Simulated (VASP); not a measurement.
Write the native input for VASP 6.6.1 that does the following.

```
Task                   : single point
Functional             : PBE
Potentials or basis    : VASP PAW PBE potentials, release 64 (Cu, O)
Cutoff                 : 520 eV
k mesh                 : 13 × 13 × 7
Occupations            : fermi-dirac, width 0.05 eV
Spin                   : no spin polarisation
Dipole correction      : no
Further INCAR settings : ALGO = Normal; EDIFF = 1e-07; NBANDS = 25
```

The structure of CuO lies in POSCAR:

```
CuO
1.0
    3.2880244300      0.0000000000      0.0000000000
   -1.6440122100      2.8475126800      0.0000000000
    0.0000000000      0.0000000000      5.3850248600
Cu O
2 2
Direct
    0.6666666667      0.3333333333      0.0000000000
    0.3333333333      0.6666666667      0.5000000000
    0.6666666667      0.3333333333      0.6252000000
    0.3333333333      0.6666666667      0.1252000000
```

The input as run:

INCAR

```
SYSTEM = CuO
PREC = Accurate ; ENCUT = 520
EDIFF = 1E-7 ; ISMEAR = -1
SIGMA = 0.05 ; LREAL = .False.
LASPH = .True. ; NELM = 60
ALGO = Normal ; ISIF = 2
LWAVE = .False. ; LCHARG = .False.
GGA = PE ; NBANDS = 25
```

KPOINTS

```
Automatic mesh
0
Gamma
  13 13 7
  0 0 0
```

Potentials or basis: VASP PAW PBE potentials, release 64 (Cu, O).

Launch:

```console
$ cat potpaw_PBE.64/Cu/POTCAR potpaw_PBE.64/O/POTCAR > POTCAR
$ mpirun -np 1 vasp_std > vasp.out
```

It gave:

```json
{
  "Pressure": "-8.7 GPa",
  "Largest force": "0.075 eV/Å",
  "Band gap on the k mesh": "zero (band 17 reaches 3.81 eV, above the bottom of band 18 at 2.60 eV)"
}
```

Caveat: semilocal functionals often make such compounds metallic where correlation or magnetic order opens a gap, which also shifts bond lengths.

Wall time 36 s on 1 thread of Intel(R) Xeon(R) 6975P-C (Granite Rapids), with other jobs on the host, peak memory 0.22 GiB.
